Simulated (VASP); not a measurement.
# Na2Y (Pnnm) in VASP: single point with PBE

Aim: the single point of Na2Y with PBE.

Everything below comes from runs of VASP 6.6.1. Logs are shortened: lines on timing, memory, paths and dates and some standing lists are left out, and cuts for length are marked.

## (1) The cell of the first run

Symmetry: Pnnm, No. 58, orthorhombic system. The conventional cell has a = 5.915 Å, b = 6.095 Å, c = 3.981 Å, α = 90.00°, β = 90.00°, γ = 90.00°. Within 3.5 Å of Na (site symmetry m) lie 3 Y at 2.56 to 2.62 Å and 1 Na at 3.41 Å. Within 3.4 Å of Y (site symmetry 2/m) lie 6 Na at 2.56 to 2.62 Å.

## (2) Single point, PBE

The input, INCAR:

```
ALGO = Fast
EDIFF = 1E-6
ENCUT = 520
GGA = PE
ISIF = 2
ISMEAR = 0
LASPH = T
LCHARG = F
LREAL = F
LWAVE = F
NBANDS = 34
NELM = 80
PREC = Accurate
SIGMA = 0.1
```

The input, KPOINTS:

```
k-points
0
Gamma
  4 4 4
```

The input, POSCAR:

```
Na2Y
1.0
    5.9148253151      0.0000000000      0.0000000000
    0.0000000000      6.0949241629      0.0000000000
    0.0000000000      0.0000000000      3.9811324237
Na Y
4 2
Direct
    0.2250000000      0.8250000000      0.5000000000
    0.7250000000      0.6750000000      0.0000000000
    0.7750000000      0.1750000000      0.5000000000
    0.2750000000      0.3250000000      0.0000000000
    0.5000000000      0.5000000000      0.5000000000
    0.0000000000      0.0000000000      0.0000000000
```

Potentials or basis: VASP PAW PBE potentials, release 64 (Na_pv, Y_sv).

Run with:

```
> cat potpaw_PBE.64/Na_pv/POTCAR potpaw_PBE.64/Y_sv/POTCAR > POTCAR
> mpirun -np 1 vasp_std > vasp.out
```

OUTCAR:

```text
EDIFF = 1E-6
   ENCUT = 520
   GGA = PE
   ISIF = 2
   ISMEAR = 0
   LASPH = T
   LREAL = F
   NELM = 80
   PREC = Accurate

 ion  position               nearest neighbor table
   1  0.225  0.825  0.500-   5 2.56   6 2.62   6 2.62
   2  0.725  0.675  0.000-   6 2.56   5 2.62   5 2.62
   3  0.775  0.175  0.500-   5 2.56   6 2.62   6 2.62
   4  0.275  0.325  0.000-   6 2.56   5 2.62   5 2.62
   5  0.500  0.500  0.500-   1 2.56   3 2.56   2 2.62   4 2.62   2 2.62   4 2.62
   6  0.000  0.000  0.000-   2 2.56   4 2.56   3 2.62   1 2.62   1 2.62   3 2.62

  LATTYP: Found a simple orthorhombic cell.
 ALAT       =     3.9811324237
 B/A-ratio  =     1.4857142857
 C/A-ratio  =     1.5309523809

  Lattice vectors:

 A1 = (   0.0000000000,   0.0000000000,   3.9811324237)
 A2 = (   5.9148253151,   0.0000000000,   0.0000000000)
 A3 = (   0.0000000000,   6.0949241629,   0.0000000000)

Analysis of symmetry for initial positions (statically):
=====================================================================
 Subroutine PRICEL returns:
 Original cell was already a primitive cell.

 Routine SETGRP: Setting up the symmetry group for a
 simple orthorhombic supercell.

 Subroutine GETGRP returns: Found  8 space group operations
 (whereof  4 operations were pure point group operations)
 out of a pool of  8 trial point group operations.

The static configuration has the point symmetry C_2h.
 The point group associated with its full space group is D_2h.

Analysis of symmetry for dynamics (positions and initial velocities):
=====================================================================
 Subroutine PRICEL returns:
 Original cell was already a primitive cell.

 Routine SETGRP: Setting up the symmetry group for a
 simple orthorhombic supercell.

 Subroutine GETGRP returns: Found  8 space group operations
 (whereof  4 operations were pure point group operations)
 out of a pool of  8 trial point group operations.

The dynamic configuration has the point symmetry C_2h.
 The point group associated with its full space group is D_2h.

 Subroutine INISYM returns: Found  8 space group operations
 (whereof  4 operations are pure point group operations),
 and found     1 'primitive' translations

----------------------------------------------------------------------------------------

                                     Primitive cell

  volume of cell :     143.5215

  direct lattice vectors                    reciprocal lattice vectors
     5.914825315  0.000000000  0.000000000     0.169066700  0.000000000  0.000000000
     0.000000000  6.094924163  0.000000000     0.000000000  0.164070950  0.000000000
     0.000000000  0.000000000  3.981132424     0.000000000  0.000000000  0.251184812

  length of vectors
     5.914825315  6.094924163  3.981132424     0.169066700  0.164070950  0.251184812

  position of ions in fractional coordinates (direct lattice)
     0.225000000  0.825000000  0.500000000
     0.725000000  0.675000000  0.000000000
     0.775000000  0.175000000  0.500000000
     0.275000000  0.325000000  0.000000000
     0.500000000  0.500000000  0.500000000
     0.000000000  0.000000000  0.000000000

  ion indices of the primitive-cell ions
   primitive index   ion index
                 1           1
                 2           2
                 3           3
                 4           4
                 5           5
                 6           6

----------------------------------------------------------------------------------------

 KPOINTS: k-points

Automatic generation of k-mesh.
 Grid dimensions read from file:
 generate k-points for:    4    4    4

 Generating k-lattice:

  Cartesian coordinates                     Fractional coordinates (reciprocal lattice)
     0.042266675  0.000000000  0.000000000     0.250000000  0.000000000  0.000000000
     0.000000000  0.041017738  0.000000000     0.000000000  0.250000000  0.000000000
     0.000000000  0.000000000  0.062796203     0.000000000  0.000000000  0.250000000

  Length of vectors
     0.042266675  0.041017738  0.062796203

  Shift w.r.t. Gamma in fractional coordinates (k-lattice)
     0.000000000  0.000000000  0.000000000

 Subroutine IBZKPT returns following result:
 ===========================================

 Found     27 irreducible k-points:

 Following reciprocal coordinates:
            Coordinates               Weight
  0.000000  0.000000  0.000000      1.000000
  0.250000  0.000000  0.000000      2.000000
  0.500000  0.000000  0.000000      1.000000
  0.000000  0.250000  0.000000      2.000000
  0.250000  0.250000  0.000000      4.000000
  0.500000  0.250000  0.000000      2.000000
[... 16 lines left out ...]
  0.250000  0.250000  0.500000      4.000000
  0.500000  0.250000  0.500000      2.000000
 [... further k-points ...]
   k-points           NKPTS =     27   k-points in BZ     NKDIM =     27   number of bands    NBANDS=     34
   number of dos      NEDOS =    301   number of ions     NIONS =      6
   total plane-waves  NPLWV =  69120
   dimension x,y,z NGX =    48 NGY =   48 NGZ =   30
   dimension x,y,z NGXF=    96 NGYF=   96 NGZF=   60
   ions per type =               4   2
   NGX,Y,Z   is equivalent  to a cutoff of  13.49, 13.09, 12.53 a.u.
   NGXF,Y,Z  is equivalent  to a cutoff of  26.98, 26.19, 25.06 a.u.
 SYSTEM =  unknown system
   PREC   = accura    normal or accurate (medium, high low for compatibility)
   ISTART =      0    job   : 0-new  1-cont  2-samecut
   ICHARG =      2    charge: 1-file 2-atom 10-const
   ISPIN  =      1    spin polarized calculation?
   LNONCOLLINEAR =      F non collinear calculations
   LSORBIT =      F    spin-orbit coupling
   LASPH  =      T    aspherical Exc in radial PAW
   ENCUT  =  520.0 eV  38.22 Ry    6.18 a.u.  11.00 11.33  7.40*2*pi/ulx,y,z
   NELM   =     80;   NELMIN=  2; NELMDL= -5     # of ELM steps
   EDIFF  = 0.1E-05   stopping-criterion for ELM
   LREAL  =      F    real-space projection
   EDIFFG = 0.1E-04   stopping-criterion for IOM
   NSW    =      0    number of steps for IOM
   IBRION =     -1    ionic relax: 0-MD 1-quasi-New 2-CG
   NFREE  =      0    steps in history (QN), initial steepest desc. (CG)
   ISIF   =      2    stress and relaxation
   ISYM   =      2    0-nonsym 1-usesym 2-fastsym
   POTIM  = 0.5000    time-step for ionic-motion
   TEBEG  =    0.0;   TEEND  =   0.0 temperature during run
   PSTRESS=    0.0 pullay stress
   NELECT =      50.0000    total number of electrons
   NUPDOWN=      -1.0000    fix difference up-down
   EMIN   =  10.00;   EMAX   =-10.00  energy-range for DOS
   EFERMI =   0.00;   METHOD = LEGACY
   ISMEAR =     0;   SIGMA  =   0.10  broadening in eV -4-tet -1-fermi 0-gaus
   EFERMI_NEDOS =   21; number of points for ismear=-14 and -15
   IALGO  =     68    algorithm
   IMIX   =      4    mixing-type and parameters
     AMIX     =   0.40;   BMIX     =  1.00
     AMIX_MAG =   1.60;   BMIX_MAG =  1.00
  volume/ion in A,a.u.               =      23.92       161.42
  Fermi-wavevector in a.u.,A,eV,Ry     =   1.151929  2.176831 18.054135  1.326941
  Thomas-Fermi vector in A             =   2.288584
   LORBIT       =      0    0 simple, 1 ext, 2 COOP (PROOUT), +10 PAW based schemes
   GGA     = PE    functional components
   LHFCALC =     F    Hartree Fock is set to
   AEXX    =    0.0000 exact exchange contribution
   IVDW    =     0    specifies the selected vdW correction
   LEPSILON=     F    determine dielectric tensor
   LRPA    =     F    only Hartree local field effects (RPA)
 non-spin polarized calculation
 RMM-DIIS sequential band-by-band and
 Gauss-broadening in eV      SIGMA  =   0.10
  energy-cutoff  :      520.00
  volume of cell :      143.52
 maximum number of plane-waves:      3901
 NGX is ok and might be reduce to    48
   NGX = 21   NGY = 23   NGZ = 15

 number of electron      49.9999989 magnetization

 Free energy of the ion-electron system (eV)
  ---------------------------------------------------
  ext. energy  EPLUGINS =         0.00000000
  ---------------------------------------------------
  free energy    TOTEN  =        -6.90438327 eV

  energy without entropy =       -6.86578482  energy(sigma->0) =       -6.88508404

 E-fermi :   2.7873     XC(G=0):  -8.8023

 val. band max:        2.7767191469   @ k =   0.2500   0.5000   0.0000
 cond. band min:       2.7963754299   @ k =   0.5000   0.5000   0.0000
 fundamental gap:      0.0196562831
 Fermi energy:         2.7872796231

 k-point     1 :       0.0000    0.0000    0.0000
  band No.  band energies     occupation
      1     -40.8414      2.00000
      2     -40.8371      2.00000
      3     -22.7593      2.00000
      4     -22.7339      2.00000
      5     -22.5961      2.00000
      6     -22.5790      2.00000
[... 26 lines left out ...]
     33       4.5903      0.00000
     34       4.9565      0.00000

 k-point     2 :       0.2500    0.0000    0.0000
  band No.  band energies     occupation
      1     -40.8408      2.00000
      2     -40.8378      2.00000
      3     -22.7476      2.00000
      4     -22.7282      2.00000
      5     -22.5898      2.00000
      6     -22.5845      2.00000
[... 26 lines left out ...]
     33       5.0559      0.00000
     34       5.6259      0.00000

 k-point     3 :       0.5000    0.0000    0.0000
  band No.  band energies     occupation
      1     -40.8393      2.00000
      2     -40.8393      2.00000
      3     -22.7278      2.00000
      4     -22.7278      2.00000
      5     -22.5995      2.00000
      6     -22.5995      2.00000
[... 26 lines left out ...]
     33       5.9924      0.00000
     34       6.0113      0.00000
[... 704 lines left out ...]
 k-point    23 :       0.2500    0.2500    0.5000
  band No.  band energies     occupation
      1     -40.8348      2.00000
      2     -40.8348      2.00000
      3     -22.8284      2.00000
      4     -22.7079      2.00000
      5     -22.7004      2.00000
      6     -22.5882      2.00000
[... 26 lines left out ...]
     33       6.1636      0.00000
     34       6.3538      0.00000

 k-point    24 :       0.5000    0.2500    0.5000
  band No.  band energies     occupation
      1     -40.8348      2.00000
      2     -40.8348      2.00000
      3     -22.7941      2.00000
      4     -22.7941      2.00000
      5     -22.6055      2.00000
      6     -22.6055      2.00000
[... 26 lines left out ...]
     33       5.9204      0.00000
     34       6.0652      0.00000

 [... further k-points ...]
[... 5 lines left out ...]
  --------------------------------------------------------------------------------------
  -------------------------------------------------------------------------------------
  Total       13.5235114     15.1994596     17.0530575      0.0000000      0.0000000      0.0000000
  in kB      150.9674086    169.6765697    190.3688939      0.0000000      0.0000000      0.0000000
  external PRESSURE =     170.3376241 kB  Pullay stress =       0.0000000 kB

 VOLUME and BASIS-vectors are now :
 -----------------------------------------------------------------------------
  energy-cutoff  :      520.00
  volume of cell :      143.52
      direct lattice vectors                 reciprocal lattice vectors
     5.914825315  0.000000000  0.000000000     0.169066700  0.000000000  0.000000000
     0.000000000  6.094924163  0.000000000     0.000000000  0.164070950  0.000000000
     0.000000000  0.000000000  3.981132424     0.000000000  0.000000000  0.251184812

 POSITION                                       TOTAL-FORCE (eV/Angst)
 -----------------------------------------------------------------------------------
      1.33084      5.02831      1.99057         0.740116      0.146834     -0.000000
      4.28825      4.11407      0.00000         0.740116     -0.146834     -0.000000
      4.58399      1.06661      1.99057        -0.740116     -0.146834      0.000000
      1.62658      1.98085      0.00000        -0.740116      0.146834      0.000000
      2.95741      3.04746      1.99057        -0.000000      0.000000      0.000000
      0.00000      0.00000      0.00000        -0.000000      0.000000      0.000000
 -----------------------------------------------------------------------------------
    total drift:                               -0.000000      0.000000      0.000000

  FREE ENERGIE OF THE ION-ELECTRON SYSTEM (eV)
  ---------------------------------------------------
  free  energy   TOTEN  =        -6.9043832683 eV

  energy  without entropy=       -6.8657848197  energy(sigma->0) =       -6.88508404
```

It took 2.7 min on 1 thread of Intel Xeon 6975P-C (Granite Rapids), shared host; peak memory 0.33 GiB.

Results:

* Free energy: -6.9044 eV
* Pressure: 17.0 GPa
* Largest force: 0.755 eV/Å
* Band gap on the k mesh: zero (bands 25 and 26 overlap by 0.70 eV)

Forces in eV/Å, atoms in the order of the input:
```
Na   0.740  0.147  0.000
Na   0.740 -0.147  0.000
Na  -0.740 -0.147  0.000
Na  -0.740  0.147  0.000
Y    0.000  0.000  0.000
Y    0.000  0.000  0.000
```

Stress tensor (GPa, compression positive):
```
15.10  0.00  0.00
 0.00 16.97  0.00
 0.00  0.00 19.04
```

Levels at points of the mesh, in eV from the Fermi level:
| k point | band 23 | band 24 | band 25 | band 26 | band 27 | band 28 |
| --- | --- | --- | --- | --- | --- | --- |
| (0.00, 0.00, 0.00) | -1.43 | -0.13 | -0.09 | 0.23 | 0.61 | 1.35 |
| (0.50, 0.00, 0.00) | -0.79 | -0.79 | -0.02 | -0.02 | 0.49 | 0.49 |
| (0.00, 0.50, 0.00) | -0.78 | -0.78 | -0.06 | -0.06 | 0.52 | 0.52 |
| (0.50, 0.50, 0.00) | -1.57 | -1.57 | 0.01 | 0.01 | 0.72 | 0.72 |
| (0.00, 0.00, 0.50) | -0.63 | -0.63 | 0.05 | 0.05 | 0.32 | 0.32 |
| (0.50, 0.00, 0.50) | -0.40 | -0.40 | -0.38 | -0.38 | 0.82 | 0.82 |
| (0.00, 0.50, 0.50) | -0.40 | -0.40 | -0.33 | -0.33 | 0.77 | 0.77 |
| (0.50, 0.50, 0.50) | -0.45 | -0.45 | -0.34 | -0.34 | 0.31 | 0.31 |

Caveat: the k points lie up to 0.39 Å⁻¹ apart, too coarse for converged energies and pressures of a metal.
